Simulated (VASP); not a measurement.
# ZrSi2O6 (C222) in VASP: further runs

The runs below take ZrSi2O6 through single point, with PBE.

Program: VASP 6.6.1. These are calculated values, not measurements. Logs are shortened: lines on timing, memory, paths and dates and some standing lists are left out, and cuts for length are marked.

### Step 1. The cell of the first run

It takes space group C222 (No. 21, orthorhombic). The conventional cell has a = 4.751 Å, b = 8.229 Å, c = 5.201 Å, α = 90.00°, β = 90.00°, γ = 90.00°. Within 2.0 Å of Zr (site symmetry 222) lie 4 O at 1.51 Å. Within 2.0 Å of Si (site symmetry 2) lie 4 O at 1.51 Å. O (site symmetry 1) has 1 Zr at 1.51 Å and 1 Si at 1.51 Å within 2.0 Å. O (site symmetry 2) has 2 Si at 1.51 Å within 2.0 Å.

### Step 2. Single point, PBE

Input file INCAR:

```
SYSTEM = ZrSi2O6
ALGO     = Normal         ! electronic algorithm
EDIFF    = 1E-7           ! SCF threshold, eV
ENCUT    = 520            ! plane-wave cutoff, eV
GGA      = PE             ! functional
ISIF     = 2              ! what is computed and relaxed
ISMEAR   = 0              ! smearing method
LASPH    = .TRUE.         ! aspherical terms in the spheres
LCHARG   = .FALSE.        ! write CHGCAR
LREAL    = .FALSE.        ! projectors in reciprocal space
LWAVE    = .FALSE.        ! write WAVECAR
NBANDS   = 38             ! bands
NELM     = 80             ! most SCF steps
PREC     = Accurate       ! precision mode
SIGMA    = 0.1            ! smearing width, eV
```

Input file KPOINTS:

```
k-points
0
G
  6 6 4
  0 0 0
```

Input file POSCAR:

```
ZrSi2O6
1.0
    2.3756090900     -4.1146756500      0.0000000000
    2.3756090900      4.1146756500      0.0000000000
    0.0000000000      0.0000000000      5.2012786200
Zr Si O
1 2 6
Direct
    0.5000000000      0.5000000000      0.5000000000
    0.0000000000      0.5000000000      0.8333333300
    0.5000000000      0.0000000000      0.1666666700
    0.7913717000      0.5827434100      0.6666666700
    0.2086283000      0.7913717000      0.0000000000
    0.5827434100      0.7913717000      0.3333333300
    0.2086283000      0.4172565900      0.6666666700
    0.7913717000      0.2086283000      0.0000000000
    0.4172565900      0.2086283000      0.3333333300
```

Potentials or basis: VASP PAW PBE potentials, release 64 (Zr_sv, Si, O).

Run with:

```bash
$ cat potpaw_PBE.64/Zr_sv/POTCAR potpaw_PBE.64/Si/POTCAR potpaw_PBE.64/O/POTCAR > POTCAR
$ mpirun -np 1 vasp_std > vasp.out
```

OUTCAR:

```text
SYSTEM = ZrSi2O6
   EDIFF = 1E-7
   ENCUT = 520
   GGA = PE
   ISIF = 2
   ISMEAR = 0
   LASPH = .TRUE.
   LREAL = .FALSE.
   NELM = 80
   PREC = Accurate

 ion  position               nearest neighbor table
   1  0.500  0.500  0.500-   4 1.51   6 1.51   7 1.51   9 1.51   2 2.94   3 2.94   3 2.94   2 2.94

   2  0.000  0.500  0.833-   4 1.51   7 1.51   5 1.51   8 1.51   1 2.94   1 2.94   3 2.94   3 2.94

   3  0.500  0.000  0.167-   6 1.51   9 1.51   8 1.51   5 1.51   1 2.94   1 2.94   2 2.94   2 2.94

   4  0.791  0.583  0.667-   1 1.51   2 1.51
   5  0.209  0.791  0.000-   2 1.51   3 1.51
   6  0.583  0.791  0.333-   1 1.51   3 1.51
   7  0.209  0.417  0.667-   1 1.51   2 1.51
   8  0.791  0.209  0.000-   2 1.51   3 1.51
   9  0.417  0.209  0.333-   1 1.51   3 1.51

  LATTYP: Found a hexagonal cell.
 ALAT       =     4.7512181862
 C/A-ratio  =     1.0947252717

  Lattice vectors:

 A1 = (   2.3756090900,  -4.1146756500,   0.0000000000)
 A2 = (   2.3756090900,   4.1146756500,   0.0000000000)
 A3 = (   0.0000000000,   0.0000000000,   5.2012786200)

Analysis of symmetry for initial positions (statically):
=====================================================================
 Subroutine PRICEL returns:
 Original cell was already a primitive cell.

 Routine SETGRP: Setting up the symmetry group for a
 hexagonal supercell.

 Subroutine GETGRP returns: Found  4 space group operations
 (whereof  4 operations were pure point group operations)
 out of a pool of 24 trial point group operations.

The static configuration has the point symmetry D_2 .

Analysis of symmetry for dynamics (positions and initial velocities):
=====================================================================
 Subroutine PRICEL returns:
 Original cell was already a primitive cell.

 Routine SETGRP: Setting up the symmetry group for a
 hexagonal supercell.

 Subroutine GETGRP returns: Found  4 space group operations
 (whereof  4 operations were pure point group operations)
 out of a pool of 24 trial point group operations.

The dynamic configuration has the point symmetry D_2 .

 Subroutine INISYM returns: Found  4 space group operations
 (whereof  4 operations are pure point group operations),
 and found     1 'primitive' translations

----------------------------------------------------------------------------------------
[... 106 lines left out ...]
   NELM   =     80;   NELMIN=  2; NELMDL= -5     # of ELM steps
   EDIFF  = 0.1E-06   stopping-criterion for ELM
   LREAL  =      F    real-space projection
   EDIFFG = 0.1E-05   stopping-criterion for IOM
   NSW    =      0    number of steps for IOM
   IBRION =     -1    ionic relax: 0-MD 1-quasi-New 2-CG
   NFREE  =      0    steps in history (QN), initial steepest desc. (CG)
   ISIF   =      2    stress and relaxation
   ISYM   =      2    0-nonsym 1-usesym 2-fastsym
   POTIM  = 0.5000    time-step for ionic-motion
   TEBEG  =    0.0;   TEEND  =   0.0 temperature during run
   PSTRESS=    0.0 pullay stress
   NELECT =      56.0000    total number of electrons
   NUPDOWN=      -1.0000    fix difference up-down
   EMIN   =  10.00;   EMAX   =-10.00  energy-range for DOS
   EFERMI =   0.00;   METHOD = LEGACY
   ISMEAR =     0;   SIGMA  =   0.10  broadening in eV -4-tet -1-fermi 0-gaus
   EFERMI_NEDOS =   21; number of points for ismear=-14 and -15
   IALGO  =     38    algorithm
   IMIX   =      4    mixing-type and parameters
     AMIX     =   0.40;   BMIX     =  1.00
     AMIX_MAG =   1.60;   BMIX_MAG =  1.00
  volume/ion in A,a.u.               =      11.30        76.24
  Fermi-wavevector in a.u.,A,eV,Ry     =   1.341901  2.535826 24.500002  1.800699
  Thomas-Fermi vector in A             =   2.470098
   LORBIT       =      0    0 simple, 1 ext, 2 COOP (PROOUT), +10 PAW based schemes
   GGA     = PE    functional components
   LHFCALC =     F    Hartree Fock is set to
   AEXX    =    0.0000 exact exchange contribution
   IVDW    =     0    specifies the selected vdW correction
   LEPSILON=     F    determine dielectric tensor
   LRPA    =     F    only Hartree local field effects (RPA)
 non-spin polarized calculation
 Gauss-broadening in eV      SIGMA  =   0.10
  energy-cutoff  :      520.00
  volume of cell :      101.68
 maximum number of plane-waves:      2780
   NGX = 17   NGY = 17   NGZ = 19

 number of electron      55.9999976 magnetization

 Free energy of the ion-electron system (eV)
  ---------------------------------------------------
  ext. energy  EPLUGINS =         0.00000000
  ---------------------------------------------------
  free energy    TOTEN  =       -49.17340277 eV

  energy without entropy =      -49.17340277  energy(sigma->0) =      -49.17340277

 E-fermi :   4.7104     XC(G=0):  -9.8063

 val. band max:        4.2865521806   @ k =   0.5000   0.5000   0.0000
 cond. band min:       8.5432053859   @ k =   0.0000   0.0000   0.0000
 fundamental gap:      4.2566532053
 Fermi energy:         4.7103786681

 k-point     1 :       0.0000    0.0000    0.0000
  band No.  band energies     occupation
      1     -41.0163      2.00000
      2     -22.9883      2.00000
      3     -22.9555      2.00000
      4     -22.9305      2.00000
      5     -17.0954      2.00000
      6     -15.1961      2.00000
[... 973 lines left out ...]
     37      15.0747      0.00000
     38      15.6702      0.00000

 [... further k-points ...]
[... 5 lines left out ...]
  --------------------------------------------------------------------------------------
  -------------------------------------------------------------------------------------
  Total      100.3086830     99.2185374     99.4990398      0.0000000      0.0000000      0.0000000
  in kB     1580.5142352   1563.3373507   1567.7570884      0.0000000      0.0000000      0.0000000
  external PRESSURE =    1570.5362248 kB  Pullay stress =       0.0000000 kB

 VOLUME and BASIS-vectors are now :
 -----------------------------------------------------------------------------
  energy-cutoff  :      520.00
  volume of cell :      101.68
      direct lattice vectors                 reciprocal lattice vectors
     2.375609090 -4.114675650  0.000000000     0.210472338 -0.121516261  0.000000000
     2.375609090  4.114675650  0.000000000     0.210472338  0.121516261  0.000000000
     0.000000000  0.000000000  5.201278620     0.000000000  0.000000000  0.192260418

 POSITION                                       TOTAL-FORCE (eV/Angst)
 -----------------------------------------------------------------------------------
      2.37561      0.00000      2.60064         0.000000      0.000000      0.000000
      1.18780      2.05734      4.33440         0.000000      0.000000      0.537942
      1.18780     -2.05734      0.86688        -0.000000      0.000000     -0.537942
      3.26436     -0.85844      3.46752        18.777766    -15.458183     16.619105
      2.37561      2.39780      0.00000         0.000000      2.085473      0.000000
      3.26436      0.85844      1.73376        18.777766     15.458183    -16.619105
      1.48686      0.85844      3.46752       -18.777766     15.458183     16.619105
      2.37561     -2.39780      0.00000         0.000000     -2.085473      0.000000
      1.48686     -0.85844      1.73376       -18.777766    -15.458183    -16.619105
 -----------------------------------------------------------------------------------
    total drift:                               -0.000000     -0.000000     -0.000000

  FREE ENERGIE OF THE ION-ELECTRON SYSTEM (eV)
  ---------------------------------------------------
  free  energy   TOTEN  =       -49.1734027737 eV

  energy  without entropy=      -49.1734027737  energy(sigma->0) =      -49.17340277
```

OSZICAR:

```text
N       E                     dE             d eps       ncg     rms          rms(c)
DAV:   1     0.486215194180E+03    0.48622E+03   -0.32034E+04  2988   0.144E+03
DAV:   2    -0.314287237432E+02   -0.51764E+03   -0.50468E+03  3666   0.385E+02
DAV:   3    -0.641147271308E+02   -0.32686E+02   -0.32589E+02  4416   0.944E+01
DAV:   4    -0.650581269853E+02   -0.94340E+00   -0.94241E+00  4266   0.128E+01
DAV:   5    -0.650673301131E+02   -0.92031E-02   -0.92025E-02  3848   0.131E+00    0.145E+02
DAV:   6    -0.494017679844E+02    0.15666E+02   -0.51852E+01  3164   0.415E+01    0.698E+01
DAV:   7    -0.492171987638E+02    0.18457E+00   -0.55370E+00  3810   0.129E+01    0.239E+01
DAV:   8    -0.491764893775E+02    0.40709E-01   -0.74491E-01  3616   0.592E+00    0.265E+00
DAV:   9    -0.491707229477E+02    0.57664E-02   -0.69971E-02  3780   0.206E+00    0.890E-01
DAV:  10    -0.491727944621E+02   -0.20715E-02   -0.49550E-03  3622   0.430E-01    0.315E-01
DAV:  11    -0.491733083966E+02   -0.51393E-03   -0.13129E-03  3502   0.272E-01    0.105E-01
DAV:  12    -0.491733758805E+02   -0.67484E-04   -0.21694E-04  3840   0.973E-02    0.474E-02
DAV:  13    -0.491733939373E+02   -0.18057E-04   -0.29274E-05  3504   0.330E-02    0.173E-02
DAV:  14    -0.491734015834E+02   -0.76461E-05   -0.15246E-05  3390   0.280E-02    0.808E-03
DAV:  15    -0.491734026816E+02   -0.10983E-05   -0.21302E-06  3586   0.925E-03    0.339E-03
DAV:  16    -0.491734027737E+02   -0.92085E-07   -0.14967E-07  2820   0.301E-03
   1 F= -.49173403E+02 E0= -.49173403E+02  d E =-.619281E-11
```

stdout:

```text
POSCAR found type information on POSCAR ZrSiO
 POSCAR found :  3 types and       9 ions
 scaLAPACK will be used
 LDA part: xc-table for (Slater+PW92), standard interpolation
 POSCAR, INCAR and KPOINTS ok, starting setup
 FFT: planning ... GRIDC
 FFT: planning ... GRID_SOFT
 FFT: planning ... GRID
 WAVECAR not read
 entering main loop
```

Run time: 6.8 min. Hardware: 1 thread of AMD EPYC 7R13, shared host; peak memory 0.26 GiB.

Results:

```
Free energy            : -49.1734 eV
Pressure               : 157.1 GPa
Largest force          : 29.458 eV/Å
Band gap on the k mesh : 4.26 eV, indirect (least direct gap 4.80 eV)
```

Forces in eV/Å, atoms in the order of the input:
```
Zr    0.000   0.000   0.000
Si    0.000   0.000   0.538
Si    0.000   0.000  -0.538
O    18.778 -15.458  16.619
O     0.000   2.085   0.000
O    18.778  15.458 -16.619
O   -18.778  15.458  16.619
O     0.000  -2.085   0.000
O   -18.778 -15.458 -16.619
```

Levels at points of the mesh, in eV from the valence-band top:
| k point | band 24 | band 25 | band 26 | band 27 | band 28 | band 29 | band 30 | band 31 | band 32 | band 33 |
| --- | --- | --- | --- | --- | --- | --- | --- | --- | --- | --- |
| (0.00, 0.00, 0.00) | -2.84 | -2.42 | -1.38 | -0.98 | -0.54 | 4.26 | 7.05 | 8.80 | 9.12 | 9.28 |
| (0.50, 0.00, 0.00) | -2.53 | -2.18 | -1.53 | -0.94 | -0.65 | 6.37 | 7.62 | 8.15 | 9.19 | 9.57 |
| (0.50, 0.50, 0.00) | -2.28 | -1.97 | -1.12 | -0.46 | 0.00 | 6.85 | 7.24 | 7.76 | 8.81 | 9.00 |
| (0.00, 0.00, 0.50) | -2.32 | -1.99 | -1.13 | -0.73 | -0.60 | 5.89 | 6.54 | 7.94 | 8.95 | 9.08 |
| (0.50, 0.00, 0.50) | -2.75 | -2.13 | -1.63 | -0.87 | -0.37 | 7.37 | 7.94 | 8.33 | 8.71 | 9.01 |
| (0.50, 0.50, 0.50) | -2.69 | -2.16 | -1.42 | -0.60 | -0.34 | 7.55 | 8.11 | 8.19 | 8.57 | 8.65 |

Caveat: forces of over 1 eV/Å act on the atoms, so gaps and moduli don't describe the material at rest.

[end of part 1 of 2]
